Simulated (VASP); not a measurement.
Write the native input for VASP 6.6.1 that does the following.

```
Task                   : single point
Functional             : PBE
Potentials or basis    : VASP PAW PBE potentials, release 64 (Ir)
Cutoff                 : 520 eV
k mesh                 : 14 × 14 × 14
Occupations            : gaussian, width 0.2 eV
Spin                   : no spin polarisation
Dipole correction      : no
Further INCAR settings : ALGO = Normal; EDIFF = 1e-07; NBANDS = 10
```

The structure of Ir lies in POSCAR:

```
Ir
1.0
    0.0000000000      1.9360622002      1.9360622002
    1.9360622002      0.0000000000      1.9360622002
    1.9360622002      1.9360622002      0.0000000000
Ir
1
Direct
    0.0000000000      0.0000000000      0.0000000000
```

The input as run:

INCAR

```
PREC = Accurate
ENCUT = 520
EDIFF = 1E-7
ISMEAR = 0
SIGMA = 0.2
LREAL = F
LASPH = T
NELM = 60
ALGO = Normal
ISIF = 2
LWAVE = F
LCHARG = F
GGA = PE
NBANDS = 10
```

KPOINTS

```
Automatic mesh
0
Gamma
  14 14 14
```

Potentials or basis: VASP PAW PBE potentials, release 64 (Ir).

Run with:

```bash
$ cat potpaw_PBE.64/Ir/POTCAR > POTCAR
$ mpirun -np 1 vasp_std > vasp.out
```

Results of the run:

The pressure is 0.4 GPa.

It took 21 s on 1 thread of Intel Xeon 8259CL (shared host), peak memory 0.14 GiB.
